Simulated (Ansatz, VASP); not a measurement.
Ca2Se in VASP and in Ansatz

Contents of INCAR:

```
  PREC = Accurate
  ENCUT = 520
  EDIFF = 1E-6
  ISMEAR = 0
  SIGMA = 0.1
  LREAL = False
  LASPH = True
  NELM = 80
  ALGO = Normal
  ISIF = 2
  LWAVE = False
  LCHARG = True
  GGA = PE
  LELF = True
  LVHAR = True
  NBANDS = 35
```

KPOINTS

```
regular mesh
0
Gamma
  4 4 4
```

File POSCAR:

```
Ca2Se
1.0
   -2.8300148600      2.8300148600      4.7488088500
    2.8300148600     -2.8300148600      4.7488088500
    2.8300148600      2.8300148600     -4.7488088500
Ca Se
4 2
Direct
    0.0000000000      0.0000000000      0.0000000000
    0.2500000000      0.7500000000      0.5000000000
    0.0045120300      0.5045120300      0.5000000000
    0.4954879700      0.9954879700      0.5000000000
    0.5000000000      0.5000000000      0.0000000000
    0.7500000000      0.2500000000      0.5000000000
```

Input for Ansatz:

```yaml
crystal:
  lattice:
    - [-2.83001486, 2.83001486, 4.74880885]
    - [2.83001486, -2.83001486, 4.74880885]
    - [2.83001486, 2.83001486, -4.74880885]
  atoms:
    - { symbol: Ca, position: [0.0, 0.0, 0.0] }
    - { symbol: Ca, position: [0.25, 0.75, 0.5] }
    - { symbol: Ca, position: [0.00451203, 0.50451203, 0.5] }
    - { symbol: Ca, position: [0.49548797, 0.99548797, 0.5] }
    - { symbol: Se, position: [0.5, 0.5, 0.0] }
    - { symbol: Se, position: [0.75, 0.25, 0.5] }
basis:
  ecutwfc: 420
kpoints:
  mp_grid: { grid: [4, 4, 4] }
hamiltonian:
  xc: pbe
scf:
  occupations: { method: gaussian, width: 0.1 }
  lower_state_search: "off"
output:
  forces: true
  stress: true
  eigenvalues: true
```

Alike in both runs: task single point; functional PBE; k mesh 4 × 4 × 4; occupations gaussian, width 0.1 eV; no spin polarisation.

```csv
,VASP,Ansatz
version,VASP 6.6.1,Ansatz 0.2.0
potentials or method,"VASP PAW PBE potentials, release 64 (Ca_sv, Se), cutoff 520 eV","scalar-relativistic, plane waves, PAW"
valence electrons in the cell,52,72
```

|  | VASP | Ansatz | Ansatz less VASP |
| --- | --- | --- | --- |
| gap on the k mesh at the Fermi level (eV) | none | none | - |
| pressure (GPa) | 13.8 | 13.5 | -0.35 |
| traceless stress, the component that is largest in VASP (GPa) | 15.03 | 14.59 | -0.439 |
| rms of the force components (eV/Å) | 0.585 | 0.559 | -0.0256 |

Atom by atom the forces differ by 0.026 eV/Å (rms over components). A gap of «none» marks a metal or a gap that the smearing closes. VASP's potentials hold 52 valence electrons a cell and Ansatz's 72, so a difference there can come from the potentials and not from the codes.

The k mesh is coarse, so the values compare programs but aren't converged.
